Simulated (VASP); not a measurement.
A run of VASP 6.6.1 is set up as follows.

The input POSCAR:

```
Na4ScNbSi3O12
1.0
    4.6083451247      2.6606292983      7.4806658200
   -4.6083451247      2.6606292983      7.4806658200
    0.0000000000     -5.3212585965      7.4806658200
Na Sc Nb Si O
8 2 2 6 24
Direct
    0.8851122600      0.6215291800      0.2342844000
    0.6215291800      0.2342844000      0.8851122600
    0.2342844000      0.8851122600      0.6215291800
    0.3851122600      0.7342844000      0.1215291800
    0.7342844000      0.1215291800      0.3851122600
    0.1215291800      0.3851122600      0.7342844000
    0.4949106100      0.4949106100      0.4949106100
    0.9949106100      0.9949106100      0.9949106100
    0.3515470400      0.3515470400      0.3515470400
    0.8515470400      0.8515470400      0.8515470400
    0.6466820000      0.6466820000      0.6466820000
    0.1466820000      0.1466820000      0.1466820000
    0.5444663700      0.9575549400      0.2533996600
    0.9575549400      0.2533996600      0.5444663700
    0.2533996600      0.5444663700      0.9575549400
    0.0444663700      0.7533996600      0.4575549400
    0.7533996600      0.4575549400      0.0444663700
    0.4575549400      0.0444663700      0.7533996600
    0.5182703000      0.1287150900      0.2833940500
    0.1287150900      0.2833940500      0.5182703000
    0.2833940500      0.5182703000      0.1287150900
    0.0182703000      0.7833940500      0.6287150900
    0.7833940500      0.6287150900      0.0182703000
    0.6287150900      0.0182703000      0.7833940500
    0.4959809000      0.8595903300      0.7226038000
    0.8595903300      0.7226038000      0.4959809000
    0.7226038000      0.4959809000      0.8595903300
    0.9959809000      0.2226038000      0.3595903300
    0.2226038000      0.3595903300      0.9959809000
    0.3595903300      0.9959809000      0.2226038000
    0.4248926700      0.2258252800      0.5871759200
    0.2258252800      0.5871759200      0.4248926700
    0.5871759200      0.4248926700      0.2258252800
    0.9248926700      0.0871759200      0.7258252800
    0.0871759200      0.7258252800      0.9248926700
    0.7258252800      0.9248926700      0.0871759200
    0.5554979400      0.7754944800      0.4330727700
    0.7754944800      0.4330727700      0.5554979400
    0.4330727700      0.5554979400      0.7754944800
    0.0554979400      0.9330727700      0.2754944800
    0.9330727700      0.2754944800      0.0554979400
    0.2754944800      0.0554979400      0.9330727700
```

File INCAR.step1:

```
ALGO = Normal
EDIFF = 1E-5
ENCUT = 580
GGA = PE
GGA_COMPAT = False
ISMEAR = -1
KPAR = 4
LASPH = True
LCHARG = False
LREAL = False
LWAVE = True
NBANDS = 163
NELM = 120
PREC = Accurate
SIGMA = 0.02
```

The input INCAR.step2:

```
ALGO = Normal
EDIFF = 1E-7
ENCUT = 580
GGA_COMPAT = False
ISIF = 2
ISMEAR = -1
ISTART = 1
KPAR = 4
LASPH = True
LCHARG = False
LEFG = True
LMIXTAU = True
LREAL = False
LWAVE = False
METAGGA = R2SCAN
NBANDS = 163
NELM = 120
PREC = Accurate
SIGMA = 0.02
```

Contents of KPOINTS:

```
k-points
0
Gamma
  3 3 3
```

Potentials or basis: VASP PAW PBE potentials, release 64 (Na_pv, Sc_sv, Nb_sv, Si, O).

Run with:

```console
$ cat potpaw_PBE.64/Na_pv/POTCAR potpaw_PBE.64/Sc_sv/POTCAR potpaw_PBE.64/Nb_sv/POTCAR potpaw_PBE.64/Si/POTCAR potpaw_PBE.64/O/POTCAR > POTCAR
$ cp INCAR.step1 INCAR
$ mpirun -np 4 vasp_std > vasp.out
$ cp INCAR.step2 INCAR
$ mpirun -np 4 vasp_std > vasp.out
```

(1) Estimate the band gap on the k mesh.

(2) Predict the pressure.

(3) Predict the largest force.

## Answers

(1) 2.98 eV.

(2) -6.1 GPa.

(3) 0.552 eV/Å.

Caveat: the cell stands under tension; without QUAD_EFG the Cq values of the log hold for a quadrupole moment of 1 mb, not for the nuclei; the PAW data sets were made with another functional, which shifts forces and pressure a little.
